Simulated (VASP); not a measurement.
# O2H2 in VASP: single point with PBE+D3(BJ)

Aim: the single point of O2H2 with PBE+D3(BJ).

Everything below comes from runs of VASP 6.6.1. Logs are shortened: lines on timing, memory, paths and dates and some standing lists are left out, and cuts for length are marked.

**1. The cell of the first run**

The cell holds a molecule in a box, 4 atoms: a = 14.000 Å, b = 14.500 Å, c = 15.000 Å, α = 90.00°, β = 90.00°, γ = 90.00°.

**2. Single point, PBE+D3(BJ)**

INCAR reads:

```
ALGO = Normal
EDIFF = 1E-6
ENCUT = 520
GGA = PE
ISIF = 2
ISMEAR = 0
ISYM = 0
IVDW = 12
LASPH = True
LCHARG = True
LELF = True
LREAL = False
LVHAR = True
LWAVE = False
NBANDS = 15
NELM = 80
PREC = Accurate
SIGMA = 0.005
```

KPOINTS reads:

```
k-points
0
Gamma
  1 1 1
```

POSCAR reads:

```
HO
1.0
   14.0000000000      0.0000000000      0.0000000000
    0.0000000000     14.5000000000      0.0000000000
    0.0000000000      0.0000000000     15.0000000000
O H
2 2
Direct
    0.4538078077      0.5189988608      0.5244575539
    0.5444587010      0.5197596106      0.4758933737
    0.4158941639      0.4799032808      0.4850264212
    0.5841083943      0.4843547889      0.5170574125
```

Potentials or basis: VASP PAW PBE potentials, release 64 (O, H).

Started as:

```
$ cat potpaw_PBE.64/O/POTCAR potpaw_PBE.64/H/POTCAR > POTCAR
$ mpirun -np 1 vasp_gam > vasp.out
```

OUTCAR:

```text
EDIFF = 1E-6
   ENCUT = 520
   GGA = PE
   ISIF = 2
   ISMEAR = 0
   ISYM = 0
   IVDW = 12
   LASPH = True
   LREAL = False
   NELM = 80
   PREC = Accurate
 IVDW          = 12

 ion  position               nearest neighbor table
   1  0.454  0.519  0.524-   3 0.98   2 1.46
   2  0.544  0.520  0.476-   4 0.98   1 1.46
   3  0.416  0.480  0.485-   1 0.98
   4  0.584  0.484  0.517-   2 0.98

IMPORTANT INFORMATION: All symmetrisations will be switched off!
NOSYMM: (Re-)initialisation of all symmetry stuff for point group C_1.

----------------------------------------------------------------------------------------

                                     Primitive cell

  volume of cell :    3045.0000

  direct lattice vectors                    reciprocal lattice vectors
    14.000000000  0.000000000  0.000000000     0.071428571  0.000000000  0.000000000
     0.000000000 14.500000000  0.000000000     0.000000000  0.068965517  0.000000000
     0.000000000  0.000000000 15.000000000     0.000000000  0.000000000  0.066666667

  length of vectors
    14.000000000 14.500000000 15.000000000     0.071428571  0.068965517  0.066666667

  position of ions in fractional coordinates (direct lattice)
     0.453807808  0.518998861  0.524457554
     0.544458701  0.519759611  0.475893374
     0.415894164  0.479903281  0.485026421
     0.584108394  0.484354789  0.517057413

  ion indices of the primitive-cell ions
   primitive index   ion index
                 1           1
                 2           2
                 3           3
                 4           4

----------------------------------------------------------------------------------------

 KPOINTS: k-points

Automatic generation of k-mesh.
 Grid dimensions read from file:
 generate k-points for:    1    1    1

 Generating k-lattice:

  Cartesian coordinates                     Fractional coordinates (reciprocal lattice)
     0.071428571  0.000000000  0.000000000     1.000000000  0.000000000  0.000000000
     0.000000000  0.068965517  0.000000000     0.000000000  1.000000000  0.000000000
     0.000000000  0.000000000  0.066666667     0.000000000  0.000000000  1.000000000

  Length of vectors
     0.071428571  0.068965517  0.066666667

  Shift w.r.t. Gamma in fractional coordinates (k-lattice)
     0.000000000  0.000000000  0.000000000

 Subroutine IBZKPT returns following result:
 ===========================================

 Found      1 irreducible k-points:

 Following reciprocal coordinates:
            Coordinates               Weight
  0.000000  0.000000  0.000000      1.000000
   k-points           NKPTS =      1   k-points in BZ     NKDIM =      1   number of bands    NBANDS=     15
   number of dos      NEDOS =    301   number of ions     NIONS =      4
   total plane-waves  NPLWV = ******
   dimension x,y,z NGX =   108 NGY =  108 NGZ =  112
   dimension x,y,z NGXF=   216 NGYF=  216 NGZF=  224
   ions per type =               2   2
   NGX,Y,Z   is equivalent  to a cutoff of  12.82, 12.38, 12.41 a.u.
   NGXF,Y,Z  is equivalent  to a cutoff of  25.65, 24.76, 24.83 a.u.
 SYSTEM =  unknown system
   PREC   = accura    normal or accurate (medium, high low for compatibility)
   ISTART =      0    job   : 0-new  1-cont  2-samecut
   ICHARG =      2    charge: 1-file 2-atom 10-const
   ISPIN  =      1    spin polarized calculation?
   LNONCOLLINEAR =      F non collinear calculations
   LSORBIT =      F    spin-orbit coupling
   LASPH  =      T    aspherical Exc in radial PAW
   ENCUT  =  520.0 eV  38.22 Ry    6.18 a.u.  26.03 26.96 27.89*2*pi/ulx,y,z
   NELM   =     80;   NELMIN=  2; NELMDL= -5     # of ELM steps
   EDIFF  = 0.1E-05   stopping-criterion for ELM
   LREAL  =      F    real-space projection
   EDIFFG = 0.1E-04   stopping-criterion for IOM
   NSW    =      0    number of steps for IOM
   IBRION =     -1    ionic relax: 0-MD 1-quasi-New 2-CG
   NFREE  =      0    steps in history (QN), initial steepest desc. (CG)
   ISIF   =      2    stress and relaxation
   ISYM   =      0    0-nonsym 1-usesym 2-fastsym
   POTIM  = 0.5000    time-step for ionic-motion
   TEBEG  =    0.0;   TEEND  =   0.0 temperature during run
   PSTRESS=    0.0 pullay stress
   NELECT =      14.0000    total number of electrons
   NUPDOWN=      -1.0000    fix difference up-down
   EMIN   =  10.00;   EMAX   =-10.00  energy-range for DOS
   EFERMI =   0.00;   METHOD = LEGACY
   ISMEAR =     0;   SIGMA  =   0.01  broadening in eV -4-tet -1-fermi 0-gaus
   EFERMI_NEDOS =   21; number of points for ismear=-14 and -15
   IALGO  =     38    algorithm
   IMIX   =      4    mixing-type and parameters
     AMIX     =   0.40;   BMIX     =  1.00
     AMIX_MAG =   1.60;   BMIX_MAG =  1.00
  volume/ion in A,a.u.               =     761.25      5137.17
  Fermi-wavevector in a.u.,A,eV,Ry     =   0.272221  0.514423  1.008250  0.074104
  Thomas-Fermi vector in A             =   1.112538
   LORBIT       =      0    0 simple, 1 ext, 2 COOP (PROOUT), +10 PAW based schemes
   GGA     = PE    functional components
   LHFCALC =     F    Hartree Fock is set to
   AEXX    =    0.0000 exact exchange contribution
   IVDW    =    12    specifies the selected vdW correction
   LEPSILON=     F    determine dielectric tensor
   LRPA    =     F    only Hartree local field effects (RPA)
 non-spin polarized calculation
 Gauss-broadening in eV      SIGMA  =   0.01
  energy-cutoff  :      520.00
  volume of cell :     3045.00
 maximum number of plane-waves:     40942
 NGX is ok and might be reduce to   108
   NGX = 53   NGY = 53   NGZ = 55

 number of electron      14.0000004 magnetization

 Free energy of the ion-electron system (eV)
  ---------------------------------------------------
  ext. energy  EPLUGINS =         0.00000000
  ---------------------------------------------------
  free energy    TOTEN  =       -18.17781916 eV

  energy without entropy =      -18.17781916  energy(sigma->0) =      -18.17781916

 E-fermi :  -6.3807     XC(G=0):  -0.2559

 val. band max:       -6.4728200378   @ k =   0.0000   0.0000   0.0000
 cond. band min:      -1.5541800051   @ k =   0.0000   0.0000   0.0000
 fundamental gap:      4.9186400328
 Fermi energy:        -6.3807309599

 k-point     1 :       0.0000    0.0000    0.0000
  band No.  band energies     occupation
      1     -28.1034      2.00000
      2     -22.5173      2.00000
      3     -13.3483      2.00000
      4     -11.9259      2.00000
      5     -10.2615      2.00000
      6      -7.4532      2.00000
      7      -6.4728      2.00000
      8      -1.5542      0.00000
      9      -0.8371      0.00000
     10       0.1549      0.00000
     11       0.2229      0.00000
     12       0.5795      0.00000
     13       0.6157      0.00000
     14       0.6786      0.00000
     15       0.7097      0.00000

------------------------ aborting loop because EDIFF is reached ----------------------------------------

 Edisp (eV)   -0.02251

 E8    (eV) :    -0.0057

  FORCE on cell =-STRESS in cart. coord.  units (eV):
  Direction    XX          YY          ZZ          XY          YZ          ZX
  --------------------------------------------------------------------------------------
  -------------------------------------------------------------------------------------
  Total       0.23513    -0.03392     0.04432     0.00505     0.00099    -0.03802
  in kB       0.12372    -0.01785     0.02332     0.00266     0.00052    -0.02001
  external pressure =        0.04 kB  Pullay stress =        0.00 kB

 VOLUME and BASIS-vectors are now :
 -----------------------------------------------------------------------------
  energy-cutoff  :      520.00
  volume of cell :     3045.00
      direct lattice vectors                 reciprocal lattice vectors
    14.000000000  0.000000000  0.000000000     0.071428571  0.000000000  0.000000000
     0.000000000 14.500000000  0.000000000     0.000000000  0.068965517  0.000000000
     0.000000000  0.000000000 15.000000000     0.000000000  0.000000000  0.066666667

 POSITION                                       TOTAL-FORCE (eV/Angst)
 -----------------------------------------------------------------------------------
      6.35331      7.52548      7.86686        -0.108892      0.056652      0.141930
      7.62242      7.53651      7.13840         0.106430      0.055346     -0.144604
      5.82252      6.95860      7.27540        -0.075553     -0.059242     -0.058457
      8.17752      7.02314      7.75586         0.078015     -0.052756      0.061131
 -----------------------------------------------------------------------------------
    total drift:                               -0.000050      0.001843     -0.000561

  FREE ENERGIE OF THE ION-ELECTRON SYSTEM (eV)
  ---------------------------------------------------
  free  energy   TOTEN  =       -18.2003297936 eV

  energy  without entropy=      -18.2003297936  energy(sigma->0) =      -18.20032979
```

It took 8.3 min on 1 thread of Oxide Virtual Turin-like, shared host; peak memory 1.7 GiB.

What came out:

```yaml
Free_energy: -18.2003 eV
Largest_force: 0.188 eV/Å
Gap_between_the_frontier_levels: 4.92 eV
Dispersion_energy_per_atom: -0.006 eV
```

Forces on the atoms (eV/Å):
```
O   -0.109  0.057  0.142
O    0.106  0.055 -0.145
H   -0.076 -0.059 -0.058
H    0.078 -0.053  0.061
```

Levels at points of the mesh, in eV from the valence-band top:
```tsv
k point	band 5	band 6	band 7	band 8	band 9	band 10
(0.00, 0.00, 0.00)	-3.79	-0.98	0.00	4.92	5.64	6.63
```
